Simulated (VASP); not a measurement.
Wanted: the native input for a VASP 6.6.1 run.

* Task: single point
* Functional: PBEsol
* Potentials or basis: VASP PAW PBE potentials, release 64 (Sn_d, O)
* Cutoff: 520 eV
* k mesh: 6 × 6 × 6
* Occupations: gaussian, width 0.05 eV
* Spin: no spin polarisation
* Dipole correction: no
* Further INCAR settings: ALGO = Normal; EDIFF = 1e-06; NBANDS = 64

The structure of SnO2 lies in POSCAR:

```
SnO2
1.0
    3.0417944790      1.7561808613      4.7218789629
   -3.0417944790      1.7561808613      4.7218789629
    0.0000000000     -3.5123617225      4.7218789630
Sn O
4 8
Direct
    0.8646807174      0.8646807174      0.8646807174
    0.3648245829      0.3648245829      0.8648190111
    0.3648245829      0.8648190111      0.3648245829
    0.8648190111      0.3648245829      0.3648245829
    0.1235003534      0.6233501671      0.6233501671
    0.6233501671      0.1235003534      0.6233501671
    0.6233501671      0.6233501671      0.1235003534
    0.6062113146      0.6062113146      0.6062113146
    0.1234715296      0.1234715296      0.1234715296
    0.1060883083      0.1060883083      0.6062369573
    0.1060883083      0.6062369573      0.1060883083
    0.6062369573      0.1060883083      0.1060883083
```

This cell differs from its parent crystal: volume 12.612 Å^3 an atom, c/a of the conventional cell 2.3285.

One way to write it, as run:

INCAR

```
PREC = Accurate
ENCUT = 520
EDIFF = 1E-6
ISMEAR = 0
SIGMA = 0.05
LREAL = F
LASPH = T
NELM = 80
ALGO = Normal
ISIF = 2
LWAVE = F
LCHARG = F
GGA = PS
NBANDS = 64
```

KPOINTS

```
Automatic mesh
0
Gamma
  6 6 6
```

Potentials or basis: VASP PAW PBE potentials, release 64 (Sn_d, O).

Run with:

```bash
$ cat potpaw_PBE.64/Sn_d/POTCAR potpaw_PBE.64/O/POTCAR > POTCAR
$ mpirun -np 1 vasp_std > vasp.out
```

It gave:

The pressure is 17.9 GPa, the largest force is 0.349 eV/Å and the band gap on the k mesh is 2.84 eV.

Caveat: the PAW data sets were made with another functional, which shifts forces and pressure a little; spin-orbit coupling is left out, which moves the levels of the heavy elements.

It took 6.6 min on 1 thread of Oxide Virtual Turin-like Processor, with other jobs on the host, peak memory 0.41 GiB.
